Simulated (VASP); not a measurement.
# HfB2 (P6/mmm) in VASP: further runs

HfB2 is run at these levels: PBE, PBE+D3(BJ), PBE+D4, r2SCAN; tasks: single point, relaxation of cell and atoms.

All numbers are computed with VASP 6.6.1; they aren't measurements. Logs are shortened: lines on timing, memory, paths and dates and some standing lists are left out, and cuts for length are marked.

## 1. The cell of the first run

Symmetry: P6/mmm, No. 191, hexagonal system. Conventional cell: a = 3.140 Å, b = 3.140 Å, c = 3.480 Å, α = 90.00°, β = 90.00°, γ = 120.00°. Hf (site symmetry 6/mmm) has 12 B at 2.51 Å and 6 Hf at 3.14 Å within 3.3 Å. B (site symmetry -6m2) has 3 B at 1.81 Å within 2.4 Å.

## 2. Single point, PBE

INCAR

```
ALGO = Normal
EDIFF = 1E-6
ENCUT = 520
GGA = PE
ISIF = 2
ISMEAR = 0
LASPH = T
LCHARG = T
LELF = T
LREAL = F
LVHAR = T
LWAVE = F
NBANDS = 15
NELM = 100
PREC = Accurate
SIGMA = 0.027000000000000003
```

KPOINTS

```
k-points
0
Gamma
  10 10 8
```

POSCAR

```
HfB2
1.0
    3.1400000000      0.0000000000      0.0000000000
   -1.5700000000      2.7193197679      0.0000000000
    0.0000000000      0.0000000000      3.4800000000
Hf B
1 2
Direct
    0.0000000000      0.0000000000      0.0000000000
    0.6666666667      0.3333333333      0.5000000000
    0.3333333333      0.6666666667      0.5000000000
```

Potentials or basis: VASP PAW PBE potentials, release 64 (Hf_pv, B).

The run is started by

```
$ cat potpaw_PBE.64/Hf_pv/POTCAR potpaw_PBE.64/B/POTCAR > POTCAR
$ mpirun -np 1 vasp_std > vasp.out
```

OUTCAR:

```text
EDIFF = 1E-6
   ENCUT = 520
   GGA = PE
   ISIF = 2
   ISMEAR = 0
   LASPH = T
   LREAL = F
   NELM = 100
   PREC = Accurate

 ion  position               nearest neighbor table
   1  0.000  0.000  0.000-   2 2.51   3 2.51   2 2.51   3 2.51   2 2.51   2 2.51   3 2.51   3 2.51
                             2 2.51   2 2.51   3 2.51   3 2.51
   2  0.667  0.333  0.500-   3 1.81   3 1.81   3 1.81   1 2.51   1 2.51   1 2.51   1 2.51   1 2.51
                             1 2.51
   3  0.333  0.667  0.500-   2 1.81   2 1.81   2 1.81   1 2.51   1 2.51   1 2.51   1 2.51   1 2.51
                             1 2.51

  LATTYP: Found a hexagonal cell.
 ALAT       =     3.1400000000
 C/A-ratio  =     1.1082802548

  Lattice vectors:

 A1 = (   3.1400000000,   0.0000000000,   0.0000000000)
 A2 = (  -1.5700000000,   2.7193197679,   0.0000000000)
 A3 = (   0.0000000000,   0.0000000000,   3.4800000000)

Analysis of symmetry for initial positions (statically):
=====================================================================
 Subroutine PRICEL returns:
 Original cell was already a primitive cell.

 Routine SETGRP: Setting up the symmetry group for a
 hexagonal supercell.

 Subroutine GETGRP returns: Found 24 space group operations
 (whereof 24 operations were pure point group operations)
 out of a pool of 24 trial point group operations.

The static configuration has the point symmetry D_6h.

Analysis of symmetry for dynamics (positions and initial velocities):
=====================================================================
 Subroutine PRICEL returns:
 Original cell was already a primitive cell.

 Routine SETGRP: Setting up the symmetry group for a
 hexagonal supercell.

 Subroutine GETGRP returns: Found 24 space group operations
 (whereof 24 operations were pure point group operations)
 out of a pool of 24 trial point group operations.

The dynamic configuration has the point symmetry D_6h.

 Subroutine INISYM returns: Found 24 space group operations
 (whereof 24 operations are pure point group operations),
 and found     1 'primitive' translations

----------------------------------------------------------------------------------------

                                     Primitive cell

  volume of cell :      29.7146

  direct lattice vectors                    reciprocal lattice vectors
     3.140000000  0.000000000  0.000000000     0.318471338  0.183869512  0.000000000
    -1.570000000  2.719319768  0.000000000     0.000000000  0.367739025  0.000000000
     0.000000000  0.000000000  3.480000000     0.000000000  0.000000000  0.287356322

  length of vectors
     3.140000000  3.140000000  3.480000000     0.367739025  0.367739025  0.287356322

  position of ions in fractional coordinates (direct lattice)
     0.000000000  0.000000000  0.000000000
     0.666666667  0.333333333  0.500000000
     0.333333333  0.666666667  0.500000000

  ion indices of the primitive-cell ions
   primitive index   ion index
                 1           1
                 2           2
                 3           3

----------------------------------------------------------------------------------------

 KPOINTS: k-points

Automatic generation of k-mesh.
 Grid dimensions read from file:
 generate k-points for:   10   10    8

 Generating k-lattice:

  Cartesian coordinates                     Fractional coordinates (reciprocal lattice)
     0.031847134  0.018386951  0.000000000     0.100000000  0.000000000  0.000000000
     0.000000000  0.036773902  0.000000000     0.000000000  0.100000000  0.000000000
     0.000000000  0.000000000  0.035919540     0.000000000  0.000000000  0.125000000

  Length of vectors
     0.036773902  0.036773902  0.035919540

  Shift w.r.t. Gamma in fractional coordinates (k-lattice)
     0.000000000  0.000000000  0.000000000

 Subroutine IBZKPT returns following result:
 ===========================================

 Found     70 irreducible k-points:

 Following reciprocal coordinates:
            Coordinates               Weight
  0.000000  0.000000  0.000000      1.000000
  0.100000  0.000000  0.000000      6.000000
  0.200000  0.000000  0.000000      6.000000
  0.300000  0.000000  0.000000      6.000000
  0.400000  0.000000  0.000000      6.000000
  0.500000  0.000000  0.000000      3.000000
[... 16 lines left out ...]
  0.300000  0.100000  0.125000     24.000000
  0.400000  0.100000  0.125000     24.000000
 [... further k-points ...]
   k-points           NKPTS =     70   k-points in BZ     NKDIM =     70   number of bands    NBANDS=     15
   number of dos      NEDOS =    301   number of ions     NIONS =      3
   total plane-waves  NPLWV =  16128
   dimension x,y,z NGX =    24 NGY =   24 NGZ =   28
   dimension x,y,z NGXF=    48 NGYF=   48 NGZF=   56
   ions per type =               1   2
   NGX,Y,Z   is equivalent  to a cutoff of  12.71, 12.71, 13.38 a.u.
   NGXF,Y,Z  is equivalent  to a cutoff of  25.41, 25.41, 26.75 a.u.
 SYSTEM =  unknown system
   PREC   = accura    normal or accurate (medium, high low for compatibility)
   ISTART =      0    job   : 0-new  1-cont  2-samecut
   ICHARG =      2    charge: 1-file 2-atom 10-const
   ISPIN  =      1    spin polarized calculation?
   LNONCOLLINEAR =      F non collinear calculations
   LSORBIT =      F    spin-orbit coupling
   LASPH  =      T    aspherical Exc in radial PAW
   ENCUT  =  520.0 eV  38.22 Ry    6.18 a.u.   5.84  5.84  6.47*2*pi/ulx,y,z
   NELM   =    100;   NELMIN=  2; NELMDL= -5     # of ELM steps
   EDIFF  = 0.1E-05   stopping-criterion for ELM
   LREAL  =      F    real-space projection
   EDIFFG = 0.1E-04   stopping-criterion for IOM
   NSW    =      0    number of steps for IOM
   IBRION =     -1    ionic relax: 0-MD 1-quasi-New 2-CG
   NFREE  =      0    steps in history (QN), initial steepest desc. (CG)
   ISIF   =      2    stress and relaxation
   ISYM   =      2    0-nonsym 1-usesym 2-fastsym
   POTIM  = 0.5000    time-step for ionic-motion
   TEBEG  =    0.0;   TEEND  =   0.0 temperature during run
   PSTRESS=    0.0 pullay stress
   NELECT =      16.0000    total number of electrons
   NUPDOWN=      -1.0000    fix difference up-down
   EMIN   =  10.00;   EMAX   =-10.00  energy-range for DOS
   EFERMI =   0.00;   METHOD = LEGACY
   ISMEAR =     0;   SIGMA  =   0.03  broadening in eV -4-tet -1-fermi 0-gaus
   EFERMI_NEDOS =   21; number of points for ismear=-14 and -15
   IALGO  =     38    algorithm
   IMIX   =      4    mixing-type and parameters
     AMIX     =   0.40;   BMIX     =  1.00
     AMIX_MAG =   1.60;   BMIX_MAG =  1.00
  volume/ion in A,a.u.               =       9.90        66.84
  Fermi-wavevector in a.u.,A,eV,Ry     =   1.331860  2.516850 24.134693  1.773850
  Thomas-Fermi vector in A             =   2.460838
   LORBIT       =      0    0 simple, 1 ext, 2 COOP (PROOUT), +10 PAW based schemes
   GGA     = PE    functional components
   LHFCALC =     F    Hartree Fock is set to
   AEXX    =    0.0000 exact exchange contribution
   IVDW    =     0    specifies the selected vdW correction
   LEPSILON=     F    determine dielectric tensor
   LRPA    =     F    only Hartree local field effects (RPA)
 non-spin polarized calculation
 Gauss-broadening in eV      SIGMA  =   0.03
  energy-cutoff  :      520.00
  volume of cell :       29.71
 maximum number of plane-waves:       816
 NGX is ok and might be reduce to    24
   NGX = 11   NGY = 11   NGZ = 13

 number of electron      15.9999998 magnetization

 Free energy of the ion-electron system (eV)
  ---------------------------------------------------
  ext. energy  EPLUGINS =         0.00000000
  ---------------------------------------------------
  free energy    TOTEN  =       -26.39762980 eV

  energy without entropy =      -26.39722053  energy(sigma->0) =      -26.39742516

 E-fermi :   7.5103     XC(G=0): -12.5969

 val. band max:        7.5037793408   @ k =   0.2000   0.2000   0.1250
 cond. band min:       7.8042782737   @ k =   0.1000   0.1000   0.2500
 fundamental gap:      0.3004989329
 Fermi energy:         7.5103016555

 k-point     1 :       0.0000    0.0000    0.0000
  band No.  band energies     occupation
      1     -22.9618      2.00000
      2     -22.4723      2.00000
      3     -22.4723      2.00000
      4      -6.0812      2.00000
      5       4.6655      2.00000
      6       4.7735      2.00000
      7       4.7735      2.00000
      8       4.8890      2.00000
      9      11.6965      0.00000
     10      11.6965      0.00000
     11      12.3287      0.00000
     12      12.3287      0.00000
     13      12.6626      0.00000
     14      12.6666      0.00000
     15      12.6666      0.00000

 k-point     2 :       0.1000    0.0000    0.0000
  band No.  band energies     occupation
      1     -22.9493      2.00000
      2     -22.5496      2.00000
      3     -22.4894      2.00000
      4      -5.8659      2.00000
      5       4.1765      2.00000
      6       4.7070      2.00000
      7       4.7590      2.00000
      8       4.8788      2.00000
      9      10.9675      0.00000
     10      11.5467      0.00000
     11      11.5473      0.00000
     12      11.9448      0.00000
     13      13.2994      0.00000
     14      13.6824      0.00000
     15      14.0789      0.00000

 k-point     3 :       0.2000    0.0000    0.0000
  band No.  band energies     occupation
      1     -22.9163      2.00000
      2     -22.7469      2.00000
      3     -22.5340      2.00000
      4      -5.2524      2.00000
      5       2.8481      2.00000
      6       4.3026      2.00000
      7       4.6713      2.00000
      8       5.3113      2.00000
      9       9.8487      0.00000
     10      11.1878      0.00000
     11      11.3909      0.00000
     12      11.8550      0.00000
     13      13.6830      0.00000
     14      14.7750      0.00000
     15      15.5090      0.00000
[... 343 lines left out ...]
 k-point    23 :       0.3000    0.1000    0.1250
  band No.  band energies     occupation
      1     -23.0711      2.00000
      2     -22.8879      2.00000
      3     -22.6484      2.00000
      4      -3.4904      2.00000
      5       0.5407      2.00000
      6       3.2014      2.00000
      7       3.9017      2.00000
      8       5.8914      2.00000
      9       8.7386      0.00000
     10      11.0007      0.00000
     11      11.9569      0.00000
     12      13.2424      0.00000
     13      15.0493      0.00000
     14      15.7536      0.00000
     15      18.5506      0.00000

 k-point    24 :       0.4000    0.1000    0.1250
  band No.  band energies     occupation
      1     -23.1868      2.00000
      2     -22.8637      2.00000
      3     -22.6869      2.00000
      4      -2.2875      2.00000
      5      -0.9206      2.00000
      6       3.0245      2.00000
      7       3.9062      2.00000
      8       5.4501      2.00000
      9       8.8209      0.00000
     10      11.8019      0.00000
     11      11.8785      0.00000
     12      13.9457      0.00000
     13      15.1698      0.00000
     14      16.1058      0.00000
     15      18.4913      0.00000

 [... further k-points ...]
[... 5 lines left out ...]
  --------------------------------------------------------------------------------------
  -------------------------------------------------------------------------------------
  Total        0.1323145      0.1323145      0.2937045      0.0000000     -0.0000000     -0.0000000
  in kB        7.1342597      7.1342597     15.8362383      0.0000000     -0.0000000     -0.0000000
  external PRESSURE =      10.0349192 kB  Pullay stress =       0.0000000 kB

 VOLUME and BASIS-vectors are now :
 -----------------------------------------------------------------------------
  energy-cutoff  :      520.00
  volume of cell :       29.71
      direct lattice vectors                 reciprocal lattice vectors
     3.140000000  0.000000000  0.000000000     0.318471338  0.183869512  0.000000000
    -1.570000000  2.719319768  0.000000000     0.000000000  0.367739025  0.000000000
     0.000000000  0.000000000  3.480000000     0.000000000  0.000000000  0.287356322

 POSITION                                       TOTAL-FORCE (eV/Angst)
 -----------------------------------------------------------------------------------
      0.00000      0.00000      0.00000         0.000000      0.000000      0.000000
      1.57000      0.90644      1.74000         0.000000     -0.000000      0.000000
     -0.00000      1.81288      1.74000        -0.000000      0.000000      0.000000
 -----------------------------------------------------------------------------------
    total drift:                               -0.000000      0.000000      0.000000

  FREE ENERGIE OF THE ION-ELECTRON SYSTEM (eV)
  ---------------------------------------------------
  free  energy   TOTEN  =       -26.3976297955 eV

  energy  without entropy=      -26.3972205343  energy(sigma->0) =      -26.39742516
```

It took 37 s on 1 thread of Intel Xeon 8259CL, shared host; peak memory 0.16 GiB.

What came out:

```
Free energy            : -26.3976 eV
Pressure               : 1.0 GPa
Band gap on the k mesh : zero (bands 8 and 9 overlap by 0.83 eV)
```

Caveat: spin-orbit coupling is left out, which moves the levels of the heavy elements.

## 3. Single point, PBE

INCAR

```
  PREC = Accurate
  ENCUT = 520
  EDIFF = 1E-7
  ISMEAR = 0
  SIGMA = 0.028000000000000004
  LREAL = False
  LASPH = True
  NELM = 60
  ALGO = Normal
  ISIF = 2
  LWAVE = False
  LCHARG = False
  GGA = PE
  NBANDS = 15
```

KPOINTS

```
Automatic mesh
0
Gamma
  10 10 8
```

POSCAR is that of step 2.

Potentials or basis: VASP PAW PBE potentials, release 64 (Hf_pv, B).

The run is started by

```
$ cat potpaw_PBE.64/Hf_pv/POTCAR potpaw_PBE.64/B/POTCAR > POTCAR
$ mpirun -np 1 vasp_std > vasp.out
```

Wall time 42 s (1 thread of Intel Xeon 8259CL, shared host); peak memory 0.16 GiB.

It converged, with:

| Property | Result |
| --- | --- |
| Free energy | -26.3976 eV |
| Pressure | 1.0 GPa |
| Band gap on the k mesh | zero (bands 8 and 9 overlap by 0.83 eV) |

Stress tensor (GPa, compression positive):
```
0.71 0.00 0.00
0.00 0.71 0.00
0.00 0.00 1.58
```

Levels at points of the mesh, in eV from the Fermi level:
| k point | band 4 | band 5 | band 6 | band 7 | band 8 | band 9 | band 10 | band 11 | band 12 | band 13 |
| --- | --- | --- | --- | --- | --- | --- | --- | --- | --- | --- |
| (0.00, 0.00, 0.00) | -13.59 | -2.85 | -2.74 | -2.74 | -2.62 | 4.19 | 4.19 | 4.82 | 4.82 | 5.15 |
| (0.50, 0.00, 0.00) | -9.61 | -8.89 | -3.97 | -3.27 | -2.71 | 2.27 | 2.89 | 5.74 | 5.88 | 6.46 |
| (0.00, 0.00, 0.50) | -11.19 | -8.21 | -1.03 | -1.03 | 0.48 | 0.48 | 1.16 | 1.16 | 2.39 | 5.24 |
| (0.50, 0.00, 0.50) | -10.18 | -7.35 | -4.80 | -4.55 | -2.52 | 4.16 | 4.32 | 6.41 | 7.36 | 7.51 |

Caveat: spin-orbit coupling is left out, which moves the levels of the heavy elements.

## 4. Relaxation of cell and atoms, PBE+D3(BJ)

INCAR

```
ALGO = Normal ; EDIFF = 1E-6
EDIFFG = -0.01 ; ENCUT = 600
GGA = PE ; IBRION = 2
ISIF = 3 ; ISMEAR = -1
IVDW = 12 ; LASPH = True
LCHARG = False ; LREAL = False
LWAVE = False ; NELM = 80
NSW = 60 ; PREC = Accurate
SIGMA = 0.05
```

KPOINTS

```
k-points
0
Gamma
  10 10 8
```

POSCAR is that of step 3.

The run is started by

```
$ cat potpaw_PBE.64/Hf_pv/POTCAR potpaw_PBE.64/B/POTCAR > POTCAR
$ mpirun -np 1 vasp_std > vasp.out
```

It took 2.2 min on 1 thread of Intel Xeon 8259CL, shared host; peak memory 0.2 GiB.

The run converged. Its results:

```
Free energy                           : -27.4958 eV
Relaxed volume                        : 9.71 Å³/atom
Relaxed cell                          : a = 3.118 Å, b = 3.118 Å, c = 3.460 Å, α = 90.00°, β = 90.00°, γ = 120.00°
Space group after relaxing (to 0.1 Å) : P6/mmm (No. 191)
Energy gained by relaxing             : 3.1 meV/atom
Ionic steps                           : 3
Pressure after relaxing               : 0.0 GPa
Band gap on the k mesh                : zero (bands 8 and 9 overlap by 0.86 eV)
Dispersion energy per atom            : -0.369 eV
```

The path:
```tsv
step	energy change (eV)	largest force (eV/Å)	pressure (GPa)	volume (Å³)
1	0.0000	0.0000	-5.01	29.71
2	0.0070	0.0000	7.17	28.40
3	-0.0092	0.0000	-0.02	29.14
```

Final structure:
```
Hf B
1.0
     3.11837    0.00000    0.00000
    -1.55918    2.70059    0.00000
     0.00000    0.00000    3.46044
Hf B
1 2
Cartesian
  0.0000 0.0000 0.0000
  1.5592 0.9002 1.7302
  0.0000 1.8004 1.7302
```

Levels at points of the mesh, in eV from the Fermi level:
```
           k point  band 5  band 6  band 7  band 8  band 9  band 10  band 11  band 12
(0.00, 0.00, 0.00)   -2.95   -2.82   -2.82   -2.68    4.24     4.24     4.86     4.86
(0.50, 0.00, 0.00)   -8.96   -4.10   -3.35   -2.81    2.26     2.90     5.84     5.98
(0.00, 0.00, 0.50)   -8.34   -1.09   -1.09    0.45    0.45     1.13     1.13     2.37
(0.50, 0.00, 0.50)   -7.43   -4.92   -4.67   -2.53    4.23     4.36     6.53     7.48
```

Caveat: spin-orbit coupling is left out, which moves the levels of the heavy elements.

## 5. Relaxation of cell and atoms, PBE+D4

INCAR

```
SYSTEM = HfB2
PREC = Accurate
ENCUT = 600
EDIFF = 1E-6
ISMEAR = -1
SIGMA = 0.05
LREAL = .False.
LASPH = .True.
NELM = 80
ALGO = Normal
ISIF = 3
LWAVE = .False.
LCHARG = .False.
GGA = PE
IVDW = 13
IBRION = 2
NSW = 60
EDIFFG = -0.01
```

KPOINTS

```
regular mesh
0
Gamma
  10 10 8
  0 0 0
```

POSCAR is that of step 4.

The run is started by

```
$ cat potpaw_PBE.64/Hf_pv/POTCAR potpaw_PBE.64/B/POTCAR > POTCAR
$ mpirun -np 1 vasp_std > vasp.out
```

It took 2.7 min on 1 thread of Intel Xeon 8259CL, shared host; peak memory 0.19 GiB.

It converged, with:

- Free energy: -27.3357 eV
- Relaxed volume: 9.71 Å³/atom
- Relaxed cell: a = 3.124 Å, b = 3.124 Å, c = 3.448 Å, α = 90.00°, β = 90.00°, γ = 120.00°
- Space group after relaxing (to 0.1 Å): P6/mmm (No. 191)
- Energy gained by relaxing: 2.9 meV/atom
- Ionic steps: 5
- Pressure after relaxing: 0.1 GPa
- Band gap on the k mesh: zero (bands 8 and 9 overlap by 0.81 eV)
- Dispersion energy per atom: -0.316 eV

The path:
| step | energy change (eV) | largest force (eV/Å) | pressure (GPa) | volume (Å³) |
| --- | --- | --- | --- | --- |
| 1 | 0.0000 | 0.0000 | -4.77 | 29.71 |
| 2 | 0.0052 | 0.0000 | 6.62 | 28.47 |
| 3 | -0.0086 | 0.0000 | 0.01 | 29.15 |
| 4 | -0.0086 | 0.0000 | 0.14 | 29.14 |
| 5 | -0.0088 | 0.0000 | 0.10 | 29.14 |

Final structure:
```yaml
crystal:
  lattice:
    - [3.12417, 0.00000, 0.00000]
    - [-1.56208, 2.70561, 0.00000]
    - [0.00000, 0.00000, 3.44750]
  atoms:
    - { symbol: Hf, position: [0.00000, 0.00000, 0.00000] }
    - { symbol: B, position: [0.66667, 0.33333, 0.50000] }
    - { symbol: B, position: [0.33333, 0.66667, 0.50000] }
```

Levels at points of the mesh, in eV from the Fermi level:
```tsv
k point	band 6	band 7	band 8	band 9	band 10	band 11
(0.00, 0.00, 0.00)	-2.86	-2.86	-2.63	4.23	4.23	4.91
(0.50, 0.00, 0.00)	-4.06	-3.36	-2.82	2.27	2.90	5.84
(0.00, 0.00, 0.50)	-1.11	-1.11	0.39	0.39	1.12	1.12
(0.50, 0.00, 0.50)	-4.95	-4.67	-2.54	4.20	4.44	6.49
```

Caveat: spin-orbit coupling is left out, which moves the levels of the heavy elements.

(Part 1 of 2 ends here.)
